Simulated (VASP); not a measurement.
Write the native input for VASP 6.6.1 that does the following.

```
Task                   : single point
Functional             : PBE
Potentials or basis    : VASP PAW PBE potentials, release 64 (Pt, P)
Cutoff                 : 520 eV
k mesh                 : 8 × 8 × 4
Occupations            : fermi-dirac, width 0.05 eV
Spin                   : no spin polarisation
Dipole correction      : no
Further INCAR settings : ALGO = Normal; EDIFF = 1e-07; NBANDS = 23
```

The structure of PPt lies in POSCAR:

```
PPt
1.0
    3.7430278549      0.0000000000      0.0000000000
   -1.8715139275      3.2415572094      0.0000000000
    0.0000000000      0.0000000000      6.3537430000
Pt P
2 2
Direct
    0.3333333333      0.6666666667      0.3718990000
    0.6666666667      0.3333333333      0.8718990000
    0.3333333333      0.6666666667      0.0031030000
    0.6666666667      0.3333333333      0.5031030000
```

One way to write it, as run:

INCAR

```
SYSTEM = PPt
PREC = Accurate
ENCUT = 520
EDIFF = 1E-7
ISMEAR = -1
SIGMA = 0.05
LREAL = .False.
LASPH = .True.
NELM = 100
ALGO = Normal
ISIF = 2
LWAVE = .False.
LCHARG = .False.
GGA = PE
NBANDS = 23
```

KPOINTS

```
regular mesh
0
Gamma
  8 8 4
  0 0 0
```

Potentials or basis: VASP PAW PBE potentials, release 64 (Pt, P).

Run with:

```sh
$ cat potpaw_PBE.64/Pt/POTCAR potpaw_PBE.64/P/POTCAR > POTCAR
$ mpirun -np 1 vasp_std > vasp.out
```

Results of the run:

```json
{
 "Pressure": "-0.1 GPa",
 "Largest force": "0.136 eV/Å",
 "Band gap on the k mesh": "zero (bands 15 and 16 overlap by 3.74 eV)"
}
```

Caveat: spin-orbit coupling is left out, which moves the levels of the heavy elements.

Wall time 46 s on 1 thread of AMD EPYC 7R43 64-Core Processor (Zen 3) (shared host), peak memory 0.17 GiB.
